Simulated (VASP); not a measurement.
Input of a VASP 6.6.1 run:

The input POSCAR:

```
HgTe
1.0
   -0.1546850304      3.2660391740      3.2660391740
    3.2660391740     -0.1546850304      3.2660391740
    3.2660391740      3.2660391740     -0.1546850304
Hg Te
1 1
Direct
   -0.0042578237     -0.0042578237     -0.0042578237
    0.2542578237      0.2542578237      0.2542578237
```

INCAR.step1

```
SYSTEM = HgTe
PREC = Accurate ; ENCUT = 520
ISMEAR = -1 ; SIGMA = 0.02
LREAL = .FALSE. ; LASPH = .TRUE.
NELM = 80 ; NBANDS = 16
GGA = PE ; ALGO = Normal
EDIFF = 1E-4 ; LWAVE = .TRUE.
LCHARG = .FALSE.
```

The input INCAR.step2:

```
SYSTEM = HgTe
PREC = Accurate ; ENCUT = 520
EDIFF = 1E-7 ; ISMEAR = -1
SIGMA = 0.02 ; LREAL = .FALSE.
LASPH = .TRUE. ; NELM = 80
ALGO = Normal ; ISIF = 2
LWAVE = .FALSE. ; LCHARG = .TRUE.
METAGGA = R2SCAN ; LMIXTAU = .TRUE.
LELF = .TRUE. ; LVHAR = .TRUE.
NBANDS = 16 ; ISTART = 1
```

KPOINTS

```
Automatic mesh
0
G
  6 6 6
  0 0 0
```

Potentials or basis: VASP PAW PBE potentials, release 64 (Hg, Te).

Run with:

```bash
$ cat potpaw_PBE.64/Hg/POTCAR potpaw_PBE.64/Te/POTCAR > POTCAR
$ cp INCAR.step1 INCAR
$ mpirun -np 1 vasp_std > vasp.out
$ cp INCAR.step2 INCAR
$ mpirun -np 1 vasp_std > vasp.out
```

Task: Estimate the pressure.

Result: -1.7 GPa.

Task: What does it give for the band gap on the k mesh?

Result: 0.27 eV, direct.

Stress tensor (GPa, compression positive):
```
-1.68  0.87  0.87
 0.87 -1.68  0.87
 0.87  0.87 -1.68
```

Caveat: the cell differs from its parent crystal (epitaxial 111 strain +4.0%); the PAW data sets were made with another functional, which shifts forces and pressure a little; spin-orbit coupling is left out, which moves the levels of the heavy elements. A k mesh can miss the band edges.
